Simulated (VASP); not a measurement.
Runs of VASP 6.6.1 on O. The structure is that of space group R-3m (No. 166), or close to it. The cells are those of the table. 

```csv
task,level,cell,gap on the mesh (eV),pressure (GPa),largest force (eV/Å)
relaxation of the atoms,PBE,"atoms relaxed from a = 4.217, b = 4.217, c = 4.203 Å, angles 47.1, 47.1, 47.8°, 2 atoms",none,-2.5,0.01
single point,PBE,"a = 4.147 Å, angles 47.0°, 2 atoms",none,1.1,2.07
single point,PBEsol,"a = 4.203 Å, angles 47.0°, 2 atoms",none,-2.5,(a)
single point,PBE,"a = 4.177, b = 4.177, c = 4.203 Å, angles 46.6, 46.6, 45.3°, 2 atoms",none,-0.6,1.19
single point,PBE,"a = 4.217, b = 4.217, c = 4.203 Å, angles 47.1, 47.1, 47.8°, 2 atoms",none,-0.4,(b)
```

Alike in all rows: potentials or basis VASP PAW PBE potentials, release 64 (O); no spin polarisation; k mesh 9 × 9 × 9; cutoff (eV) 520; smearing fermi-dirac 0.05 eV.

Problem. Estimate the missing entries.

Solution. (a) 0.30; (b) 1.18.

Caveats: the standard files for N, O and F lose accuracy on very short bonds; spin is off for a triplet molecule; forces of over 1 eV/Å act on the atoms, so gaps and moduli don't describe the material at rest (some runs); the PAW data sets were made with another functional, which shifts forces and pressure a little (some runs).

A gap of «none» marks levels without a gap at the run's occupations.
